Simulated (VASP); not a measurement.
**IrO2: single point with PBEsol**

IrO2:

```xyz
6
Lattice="4.4716 0.0000 0.0000 0.0000 4.4716 0.0000 0.0000 0.0000 3.1536" Properties=species:S:1:pos:R:3 pbc="T T T"
Ir    0.0000    0.0000    0.0000
Ir    2.2358    2.2358    1.5768
O     1.3807    1.3807    0.0000
O     0.8550    3.6165    1.5768
O     3.0908    3.0908    0.0000
O     3.6165    0.8550    1.5768
```

* Program: VASP 6.6.1
* Task: single point
* Functional: PBEsol
* Potentials or basis: VASP PAW PBE potentials, release 64 (Ir_sv_GW, O)
* Cutoff: 700 eV
* k mesh: 10 × 10 × 12
* Occupations: gaussian, width 0.15 eV
* Spin: no spin polarisation
* Dipole correction: no
* Further INCAR settings: ALGO = Normal; EDIFF = 1e-06; NBANDS = 38

The pressure is -0.2 GPa, the largest force is 0.004 eV/Å and the band gap on the k mesh is zero (bands 29 and 30 overlap by 1.41 eV).

Forces in eV/Å, atoms in the order of the input:
```
Ir   0.000  0.000  0.000
Ir   0.000  0.000  0.000
O   -0.003 -0.003  0.000
O    0.003 -0.003  0.000
O    0.003  0.003  0.000
O   -0.003  0.003  0.000
```

Levels at points of the mesh, in eV from the Fermi level:
```
           k point  band 26  band 27  band 28  band 29  band 30  band 31  band 32  band 33
(0.00, 0.00, 0.00)    -2.50    -2.41    -2.38    -2.25     0.83     1.29     4.18     4.26
(0.50, 0.00, 0.00)    -1.67    -1.33    -1.33    -0.31    -0.31     3.63     3.63     3.72
(0.50, 0.50, 0.00)    -2.55    -2.46    -2.46     0.21     0.21     2.60     2.60     4.24
(0.00, 0.00, 0.50)    -1.97    -0.71    -0.71     0.27     0.27     2.32     2.32     2.83
(0.50, 0.00, 0.50)    -2.85    -1.83    -1.83     0.56     0.56     1.19     1.19     4.66
(0.50, 0.50, 0.50)    -1.87    -1.28    -1.28    -0.50    -0.50     2.27     2.27     3.29
```

It took 8.3 min on 1 thread of Intel(R) Xeon(R) Platinum 8259CL CPU @ 2.50GHz (Skylake/Cascade Lake) (shared host), peak memory 0.53 GiB.

Caveat: the PAW data sets were made with another functional, which shifts forces and pressure a little; spin-orbit coupling is left out, which moves the levels of the heavy elements.
